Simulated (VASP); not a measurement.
# In3B2As (R-3m) in VASP: notebook, part 2 of 4

VASP 6.6.1. The steps go on from the part before.

## (3) Single point, PBE

This run uses another cell than the first one, of 35.37 Å³/atom.

INCAR

```
SYSTEM = In3B2As
ALGO = Normal ; EDIFF = 1E-7
ENCUT = 520 ; GGA = PE
ISIF = 2 ; ISMEAR = 0
LASPH = .True. ; LCHARG = .True.
LELF = .True. ; LREAL = .False.
LVHAR = .True. ; LWAVE = .False.
NBANDS = 34 ; NELM = 60
PREC = Accurate ; SIGMA = 0.1
```

KPOINTS

```
k-points
0
Gamma
  3 3 3
  0 0 0
```

POSCAR

```
In3B2As
1.0
    3.7556474798      2.1683240834      4.3428570489
   -3.7556474798      2.1683240834      4.3428570489
    0.0000000000     -4.3366481669      4.3428570489
In B As
3 2 1
Direct
    0.5000000000      0.5000000000      0.0000000000
    0.0000000000      0.5000000000      0.5000000000
    0.5000000000      0.0000000000      0.5000000000
    0.3112975439      0.3112975439      0.3112975439
    0.6887024561      0.6887024561      0.6887024561
    0.5000000000      0.5000000000      0.5000000000
```

Potentials or basis: VASP PAW PBE potentials, release 64 (In_d, B, As).

The run is started by

```
cat potpaw_PBE.64/In_d/POTCAR potpaw_PBE.64/B/POTCAR potpaw_PBE.64/As/POTCAR > POTCAR
mpirun -np 1 vasp_std > vasp.out
```

Wall time 56 s (1 thread of Intel Xeon Platinum 8259CL at 2.50GHz (Skylake/Cascade Lake), shared host); peak memory 0.33 GiB.

Results (log left out):

```yaml
Free_energy: -20.2242 eV
Pressure: 0.0 GPa
Band_gap_on_the_k_mesh: 0.62 eV (least direct gap 0.81 eV)
```

Stress tensor (GPa, compression positive):
```
-0.09  0.00  0.00
 0.00 -0.09  0.00
 0.00  0.00  0.07
```

Levels at points of the mesh, in eV from the valence-band top:
```tsv
k point	band 23	band 24	band 25	band 26	band 27	band 28
(0.00, 0.00, 0.00)	-2.63	-0.85	-0.85	0.62	1.60	2.31
```

Caveat: spin-orbit coupling is left out, which moves the levels of the heavy elements; an odd mesh through Γ misses points on the zone boundary, where band edges can lie.

## (4) Relaxation of cell and atoms, PBE

INCAR

```
PREC = Accurate
ENCUT = 600
EDIFF = 1E-6
ISMEAR = 0
SIGMA = 0.1
LREAL = False
LASPH = True
NELM = 60
ALGO = Normal
ISIF = 3
LWAVE = False
LCHARG = False
GGA = PE
IBRION = 2
NSW = 90
EDIFFG = -0.04
```

KPOINTS

```
regular mesh
0
Gamma
  3 3 3
```

POSCAR

```
In3B2As
1.0
    3.2411722800      1.8712916900      3.7271181600
   -3.2411722800      1.8712916900      3.7271181600
    0.0000000000     -3.7425833800      3.7271181600
In B As
3 2 1
Direct
    0.5000000000      0.5000000000      0.0000000000
    0.0000000000      0.5000000000      0.5000000000
    0.5000000000      0.0000000000      0.5000000000
    0.3373006000      0.3373006000      0.3373006000
    0.6626994000      0.6626994000      0.6626994000
    0.5000000000      0.5000000000      0.5000000000
```

Potentials or basis: VASP PAW PBE potentials, release 64 (In_d, B, As).

The run is started by

```
cat potpaw_PBE.64/In_d/POTCAR potpaw_PBE.64/B/POTCAR potpaw_PBE.64/As/POTCAR > POTCAR
mpirun -np 1 vasp_std > vasp.out
```

OUTCAR:

```text
PREC = Accurate
   ENCUT = 600
   EDIFF = 1E-6
   ISMEAR = 0
   LREAL = False
   LASPH = True
   NELM = 60
   ISIF = 3
   GGA = PE
   IBRION = 2
   NSW = 90
   EDIFFG = -0.04

 ion  position               nearest neighbor table
   1  0.500  0.500  0.000-   4 1.87   5 1.87   6 2.64   6 2.64   3 3.24   2 3.24   3 3.24   2 3.24

   2  0.000  0.500  0.500-   4 1.87   5 1.87   6 2.64   6 2.64   3 3.24   3 3.24   1 3.24   1 3.24

   3  0.500  0.000  0.500-   4 1.87   5 1.87   6 2.64   6 2.64   2 3.24   2 3.24   1 3.24   1 3.24

   4  0.337  0.337  0.337-   6 1.82   3 1.87   2 1.87   1 1.87
   5  0.663  0.663  0.663-   6 1.82   3 1.87   2 1.87   1 1.87
   6  0.500  0.500  0.500-   4 1.82   5 1.82   2 2.64   3 2.64   3 2.64   2 2.64   1 2.64   1 2.64

  LATTYP: Found a trigonal (rhomboedric) cell.
 ALAT       =     5.2818879311
 COS(alpha) =     0.2468944242

  Lattice vectors:

 A1 = (   3.2411722800,   1.8712916900,   3.7271181600)
 A2 = (  -3.2411722800,   1.8712916900,   3.7271181600)
 A3 = (   0.0000000000,  -3.7425833800,   3.7271181600)

Analysis of symmetry for initial positions (statically):
=====================================================================
 Subroutine PRICEL returns:
 Original cell was already a primitive cell.

 Routine SETGRP: Setting up the symmetry group for a
 trigonal (rhombohedral) supercell.

 Subroutine GETGRP returns: Found 12 space group operations
 (whereof 12 operations were pure point group operations)
 out of a pool of 12 trial point group operations.

The static configuration has the point symmetry D_3d.

Analysis of symmetry for dynamics (positions and initial velocities):
=====================================================================
 Subroutine PRICEL returns:
 Original cell was already a primitive cell.

 Routine SETGRP: Setting up the symmetry group for a
 trigonal (rhombohedral) supercell.

 Subroutine GETGRP returns: Found 12 space group operations
 (whereof 12 operations were pure point group operations)
 out of a pool of 12 trial point group operations.

The dynamic configuration has the point symmetry D_3d.

 Subroutine INISYM returns: Found 12 space group operations
 (whereof 12 operations are pure point group operations),
 and found     1 'primitive' translations

----------------------------------------------------------------------------------------

                                     Primitive cell

  volume of cell :     135.6338

  direct lattice vectors                    reciprocal lattice vectors
     3.241172280  1.871291690  3.727118160     0.154265172  0.089065039  0.089434603
    -3.241172280  1.871291690  3.727118160    -0.154265172  0.089065039  0.089434603
     0.000000000 -3.742583380  3.727118160     0.000000000 -0.178130077  0.089434603

  length of vectors
     5.281887931  5.281887931  5.281887933     0.199321029  0.199321029  0.199321029

  position of ions in fractional coordinates (direct lattice)
     0.500000000  0.500000000  0.000000000
     1.000000000  0.500000000  0.500000000
     0.500000000  1.000000000  0.500000000
     0.337300600  0.337300600  0.337300600
     0.662699400  0.662699400  0.662699400
     0.500000000  0.500000000  0.500000000

  ion indices of the primitive-cell ions
   primitive index   ion index
                 1           1
                 2           2
[... 21 lines left out ...]
     0.066440343  0.066440343  0.066440343

  Shift w.r.t. Gamma in fractional coordinates (k-lattice)
     0.000000000  0.000000000  0.000000000

 Subroutine IBZKPT returns following result:
 ===========================================

 Found      6 irreducible k-points:

 Following reciprocal coordinates:
            Coordinates               Weight
  0.000000  0.000000  0.000000      1.000000
  0.333333  0.000000  0.000000      6.000000
  0.333333  0.333333  0.000000      6.000000
 -0.333333  0.333333  0.000000      6.000000
  0.333333  0.333333  0.333333      2.000000
 -0.333333  0.333333  0.333333      6.000000
   k-points           NKPTS =      6   k-points in BZ     NKDIM =      6   number of bands    NBANDS=     30
   number of dos      NEDOS =    301   number of ions     NIONS =      6
   total plane-waves  NPLWV =  74088
   dimension x,y,z NGX =    42 NGY =   42 NGZ =   42
   dimension x,y,z NGXF=    84 NGYF=   84 NGZF=   84
   ions per type =               3   2   1
   NGX,Y,Z   is equivalent  to a cutoff of  13.22, 13.22, 13.22 a.u.
   NGXF,Y,Z  is equivalent  to a cutoff of  26.44, 26.44, 26.44 a.u.
 SYSTEM =  unknown system
   PREC   = accura    normal or accurate (medium, high low for compatibility)
   ISTART =      0    job   : 0-new  1-cont  2-samecut
   ICHARG =      2    charge: 1-file 2-atom 10-const
   ISPIN  =      1    spin polarized calculation?
   LNONCOLLINEAR =      F non collinear calculations
   LSORBIT =      F    spin-orbit coupling
   LASPH  =      T    aspherical Exc in radial PAW
   ENCUT  =  600.0 eV  44.10 Ry    6.64 a.u.  10.55 10.55 10.55*2*pi/ulx,y,z
   NELM   =     60;   NELMIN=  2; NELMDL= -5     # of ELM steps
   EDIFF  = 0.1E-05   stopping-criterion for ELM
   LREAL  =      F    real-space projection
   EDIFFG = -.4E-01   stopping-criterion for IOM
   NSW    =     90    number of steps for IOM
   IBRION =      2    ionic relax: 0-MD 1-quasi-New 2-CG
   NFREE  =      1    steps in history (QN), initial steepest desc. (CG)
   ISIF   =      3    stress and relaxation
   ISYM   =      2    0-nonsym 1-usesym 2-fastsym
   POTIM  = 0.5000    time-step for ionic-motion
   TEBEG  =    0.0;   TEEND  =   0.0 temperature during run
   PSTRESS=    0.0 pullay stress
   NELECT =      50.0000    total number of electrons
   NUPDOWN=      -1.0000    fix difference up-down
   EMIN   =  10.00;   EMAX   =-10.00  energy-range for DOS
   EFERMI =   0.00;   METHOD = LEGACY
   ISMEAR =     0;   SIGMA  =   0.10  broadening in eV -4-tet -1-fermi 0-gaus
   EFERMI_NEDOS =   21; number of points for ismear=-14 and -15
   IALGO  =     38    algorithm
   IMIX   =      4    mixing-type and parameters
     AMIX     =   0.40;   BMIX     =  1.00
     AMIX_MAG =   1.60;   BMIX_MAG =  1.00
  volume/ion in A,a.u.               =      22.61       152.55
  Fermi-wavevector in a.u.,A,eV,Ry     =   1.173840  2.218236 18.747466  1.377900
  Thomas-Fermi vector in A             =   2.310246
   LORBIT       =      0    0 simple, 1 ext, 2 COOP (PROOUT), +10 PAW based schemes
   GGA     = PE    functional components
   LHFCALC =     F    Hartree Fock is set to
   AEXX    =    0.0000 exact exchange contribution
   IVDW    =     0    specifies the selected vdW correction
   LEPSILON=     F    determine dielectric tensor
   LRPA    =     F    only Hartree local field effects (RPA)
 conjugate gradient relaxation of ions
 non-spin polarized calculation
 Gauss-broadening in eV      SIGMA  =   0.10
  energy-cutoff  :      600.00
  volume of cell :      135.63
 maximum number of plane-waves:      4541
 NGX is ok and might be reduce to    42
   NGX = 21   NGY = 21   NGZ = 21

--------------------------------------- Ionic step        1  -------------------------------------------

 number of electron      50.0000004 magnetization

 Free energy of the ion-electron system (eV)
  ---------------------------------------------------
  ext. energy  EPLUGINS =         0.00000000
  ---------------------------------------------------
  free energy    TOTEN  =       -11.99679224 eV

  energy without entropy =      -11.97270940  energy(sigma->0) =      -11.98475082

 E-fermi :   5.4699     XC(G=0):  -8.7745

 val. band max:        5.4488270377   @ k =   0.3333   0.3333   0.0000
 cond. band min:       5.4908127080   @ k =  -0.3333   0.3333   0.0000
 fundamental gap:      0.0419856704
 Fermi energy:         5.4698959849

 k-point     1 :       0.0000    0.0000    0.0000
  band No.  band energies     occupation
      1     -12.1994      2.00000
      2     -10.7797      2.00000
      3     -10.7797      2.00000
      4     -10.6261      2.00000
      5     -10.0332      2.00000
      6     -10.0332      2.00000
[... 300 lines left out ...]
  FREE ENERGIE OF THE ION-ELECTRON SYSTEM (eV)
  ---------------------------------------------------
  free  energy   TOTEN  =       -20.1226997249 eV

  energy  without entropy=      -20.1158437072  energy(sigma->0) =      -20.11927172

[... ionic steps 4 to 14 ...]

--------------------------------------- Ionic step       15  -------------------------------------------

 number of electron      49.9999972 magnetization

------------------------ aborting loop because EDIFF is reached ----------------------------------------
[... 75 lines left out ...]
--------------------------------------- Ionic step       17  -------------------------------------------

 number of electron      49.9999960 magnetization

 Free energy of the ion-electron system (eV)
  ---------------------------------------------------
  ext. energy  EPLUGINS =         0.00000000
  ---------------------------------------------------
  free energy    TOTEN  =       -20.21150722 eV

  energy without entropy =      -20.21150594  energy(sigma->0) =      -20.21150658

 E-fermi :   2.2084     XC(G=0):  -7.0530

 val. band max:        1.8940380495   @ k =   0.3333   0.3333   0.0000
 cond. band min:       2.5195497537   @ k =   0.0000   0.0000   0.0000
 fundamental gap:      0.6255117042
 Fermi energy:         2.2083937830

 k-point     1 :       0.0000    0.0000    0.0000
  band No.  band energies     occupation
      1     -13.1634      2.00000
      2     -12.8878      2.00000
      3     -12.8878      2.00000
      4     -12.7683      2.00000
      5     -12.7681      2.00000
      6     -12.7681      2.00000
[... 220 lines left out ...]
  FREE ENERGIE OF THE ION-ELECTRON SYSTEM (eV)
  ---------------------------------------------------
  free  energy   TOTEN  =       -20.2115072240 eV

  energy  without entropy=      -20.2115059371  energy(sigma->0) =      -20.21150658

 reached required accuracy - stopping structural energy minimisation
```

OSZICAR:

```text
N       E                     dE             d eps       ncg     rms          rms(c)
DAV:   1     0.538365567202E+03    0.53837E+03   -0.25908E+04   360   0.221E+03
DAV:   2     0.554512449206E+02   -0.48291E+03   -0.47233E+03   360   0.524E+02
DAV:   3    -0.155040540298E+02   -0.70955E+02   -0.69471E+02   430   0.213E+02
DAV:   4    -0.198491249689E+02   -0.43451E+01   -0.43114E+01   422   0.515E+01
[... 173 lines left out ...]
       N       E                     dE             d eps       ncg     rms          rms(c)
DAV:   1    -0.202115194470E+02   -0.13665E-04   -0.42086E-04   454   0.238E-01    0.214E-02
DAV:   2    -0.202115110602E+02    0.83868E-05   -0.31278E-05   448   0.839E-02    0.966E-03
DAV:   3    -0.202115081126E+02    0.29476E-05   -0.77538E-06   444   0.351E-02    0.350E-03
DAV:   4    -0.202115072240E+02    0.88864E-06   -0.12443E-06   216   0.107E-02
  17 F= -.20211507E+02 E0= -.20211507E+02  d E =-.151658E-02
```

It took 6.1 min on 1 thread of Intel Xeon Platinum 8259CL at 2.50GHz (Skylake/Cascade Lake), shared host; peak memory 0.28 GiB.

What came out:

```
Free energy                           : -20.2115 eV
Relaxed volume                        : 35.22 Å³/atom
Relaxed cell                          : a = 6.128 Å, b = 6.128 Å, c = 6.128 Å, α = 75.48°, β = 75.48°, γ = 75.48°
Space group after relaxing (to 0.1 Å) : R-3m (No. 166)
Energy gained by relaxing             : 1369.1 meV/atom
Ionic steps                           : 17
Pressure after relaxing               : 0.1 GPa
Largest force after relaxing          : 0.009 eV/Å
Band gap on the k mesh                : 0.63 eV (least direct gap 0.81 eV)
```

Forces in eV/Å, atoms in the order of the input:
```
In   0.000  0.000  0.000
In   0.000  0.000  0.000
In   0.000  0.000  0.000
B    0.000  0.000 -0.009
B    0.000  0.000  0.009
As   0.000  0.000  0.000
```

The path:
| step | energy change (eV) | largest force (eV/Å) | pressure (GPa) | volume (Å³) |
| --- | --- | --- | --- | --- |
| 1 | 0.0000 | 3.6610 | 45.22 | 135.63 |
| 2 | -6.2135 | 1.0315 | -4.58 | 302.76 |
| 3 | -8.1259 | 0.2373 | 0.16 | 216.26 |
| 4 | -8.1254 | 0.1896 | -0.11 | 218.13 |
| 5 | -8.1605 | 0.1359 | -0.20 | 218.90 |
| 6 | -8.1969 | 0.0742 | -0.14 | 220.60 |
| 7 | -8.1970 | 0.0750 | -0.15 | 220.55 |
| 8 | -8.1984 | 0.0935 | 0.03 | 219.09 |
| 9 | -8.1985 | 0.1019 | 0.12 | 218.44 |
| 10 | -8.1995 | 0.1006 | 0.12 | 218.19 |
| 11 | -8.2020 | 0.0965 | 0.12 | 217.42 |
| 12 | -8.2060 | 0.0860 | 0.12 | 215.88 |
| 13 | -8.2080 | 0.0579 | 0.10 | 212.81 |
| 14 | -8.2101 | 0.0406 | 0.04 | 212.71 |
| 15 | -8.2132 | 0.0128 | -0.13 | 212.41 |
| 16 | -8.2147 | 0.0092 | 0.11 | 211.29 |
| 17 | -8.2147 | 0.0086 | 0.10 | 211.32 |

Final structure:
```yaml
crystal:
  lattice:
    - [3.75108, 2.16569, 4.33549]
    - [-3.75108, 2.16569, 4.33549]
    - [0.00000, -4.33137, 4.33549]
  atoms:
    - { symbol: In, position: [0.50000, 0.50000, 0.00000] }
    - { symbol: In, position: [0.00000, 0.50000, 0.50000] }
    - { symbol: In, position: [0.50000, 0.00000, 0.50000] }
    - { symbol: B, position: [0.31092, 0.31092, 0.31092] }
    - { symbol: B, position: [0.68908, 0.68908, 0.68908] }
    - { symbol: As, position: [0.50000, 0.50000, 0.50000] }
```

Levels at points of the mesh, in eV from the valence-band top:
| k point | band 22 | band 23 | band 24 | band 25 | band 26 | band 27 | band 28 | band 29 |
| --- | --- | --- | --- | --- | --- | --- | --- | --- |
| (0.00, 0.00, 0.00) | -2.96 | -2.63 | -0.86 | -0.86 | 0.63 | 1.60 | 2.32 | 2.32 |

Caveat: the volume moved by over 15 % at a fixed basis, so the end points are rough; spin-orbit coupling is left out, which moves the levels of the heavy elements; an odd mesh through Γ misses points on the zone boundary, where band edges can lie.

(Part 2 of 4 ends here.)
